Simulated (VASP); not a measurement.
A run of VASP 6.6.1 is set up as follows.

INCAR

```
SYSTEM = TiVH4
PREC = Accurate
ENCUT = 520
EDIFF = 1E-6
ISMEAR = -1
SIGMA = 0.1
LREAL = .False.
LASPH = .True.
NELM = 150
ALGO = Normal
ISIF = 2
LWAVE = .False.
LCHARG = .False.
ISPIN = 2
MAGMOM = 0 1.5 0 0 0 0
LORBIT = 11
LMAXMIX = 4
GGA = PS
NBANDS = 28
```

File KPOINTS:

```
Automatic mesh
0
Gamma
  9 9 9
  0 0 0
```

File POSCAR:

```
TiVH4
1.0
    1.5215100000      0.8784440000      4.9658350000
   -1.5215100000      0.8784440000      4.9658350000
    0.0000000000     -1.7568880000      4.9658350000
Ti V H
1 1 4
Direct
    0.0000000000      0.0000000000      0.0000000000
    0.5000000000      0.5000000000      0.5000000000
    0.6214080000      0.6214080000      0.6214080000
    0.1283310000      0.1283310000      0.1283310000
    0.8716690000      0.8716690000      0.8716690000
    0.3785920000      0.3785920000      0.3785920000
```

Potentials or basis: VASP PAW PBE potentials, release 64 (Ti_sv, V_sv, H).

The run is started by

```sh
$ cat potpaw_PBE.64/Ti_sv/POTCAR potpaw_PBE.64/V_sv/POTCAR potpaw_PBE.64/H/POTCAR > POTCAR
$ mpirun -np 1 vasp_std > vasp.out
```

Task: Predict the pressure.

Result: -3.4 GPa.

Task: Estimate the net moment.

Result: 0.00 μB per cell.

Task: Estimate the largest force.

Result: 0.009 eV/Å.

Forces in eV/Å, atoms in the order of the input:
```
Ti   0.000  0.000  0.000
V    0.000  0.000  0.000
H    0.000  0.000 -0.009
H    0.000  0.000  0.007
H    0.000  0.000 -0.007
H    0.000  0.000  0.009
```

Caveat: the cell stands under tension; the PAW data sets were made with another functional, which shifts forces and pressure a little.
